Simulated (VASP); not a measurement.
Set up this calculation in VASP 6.6.1, as the native input.

```
Task                   : single point
Functional             : BLYP
Dispersion             : D3(BJ)
Potentials or basis    : VASP PAW PBE potentials, release 64 (Ga_d, N_h)
Cutoff                 : 1330 eV
k mesh                 : 10 × 10 × 5
Occupations            : fermi-dirac, width 0.05 eV
Spin                   : no spin polarisation
Dipole correction      : no
Further INCAR settings : ALGO = Normal; EDIFF = 1e-06; NBANDS = 26
```

The structure of GaN lies in POSCAR:

```
GaN
1.0
    3.2012367528      0.0000000000      0.0000000000
   -1.6006183764      2.7723523515      0.0000000000
    0.0000000000      0.0000000000      5.2256180820
Ga N
2 2
Direct
    0.6666666667      0.3333333333      0.4994171661
    0.3333333333      0.6666666667     -0.0005828339
    0.6666666667      0.3333333333      0.8755828339
    0.3333333333      0.6666666667      0.3755828339
```

These files were run (other wordings do the same):

INCAR

```
PREC = Accurate ; ENCUT = 1330
EDIFF = 1E-6 ; ISMEAR = -1
SIGMA = 0.05 ; LREAL = F
LASPH = T ; NELM = 120
ALGO = Normal ; ISIF = 2
LWAVE = F ; LCHARG = T
GGA = B5 ; ALDAX = 1.0
AGGAX = 1.0 ; AGGAC = 1.0
ALDAC = 0.0 ; IVDW = 12
LELF = T ; LVHAR = T
VDW_S6 = 1.0 ; VDW_S8 = 2.6996
VDW_A1 = 0.4298 ; VDW_A2 = 4.2359
NBANDS = 26 ; GGA_COMPAT = F
```

KPOINTS

```
Automatic mesh
0
Gamma
  10 10 5
```

Potentials or basis: VASP PAW PBE potentials, release 64 (Ga_d, N_h).

Run with:

```console
$ cat potpaw_PBE.64/Ga_d/POTCAR potpaw_PBE.64/N_h/POTCAR > POTCAR
$ mpirun -np 1 vasp_std > vasp.out
```

It gave:

* Pressure: 1.8 GPa
* Largest force: 0.003 eV/Å
* Band gap on the k mesh: 1.88 eV
* Dispersion energy per atom: -0.551 eV

Caveat: the PAW data sets were made with another functional, which shifts forces and pressure a little.

Run time: 3 min on 1 thread of Intel(R) Xeon(R) Platinum 8488C (Sapphire Rapids), on a shared host, peak memory 0.42 GiB.
